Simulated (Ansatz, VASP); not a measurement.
## BN: VASP beside Ansatz

```
B N
1.0
     0.00000    1.77686    1.77686
     1.77686    0.00000    1.77686
     1.77686    1.77686    0.00000
B N
1 1
Cartesian
  0.0000 0.0000 0.0000
  0.8884 0.8884 0.8884
```

Alike in both runs: task single point; functional r2SCAN; k mesh 10 × 10 × 10; no spin polarisation.

|  | VASP | Ansatz |
| --- | --- | --- |
| version | VASP 6.6.1 | Ansatz 0.2.0 |
| potentials or method | VASP PAW PBE potentials, release 64 (B, N), cutoff 520 eV | plane waves, PAW |
| occupations | gaussian, width 0.01 eV | fixed |
| valence electrons in the cell | 8 | 8 |

```csv
,VASP,Ansatz,Ansatz less VASP
pressure (GPa),21.3,20.0,-1.34
```

VASP's potentials were made for PBE, not for r2SCAN.
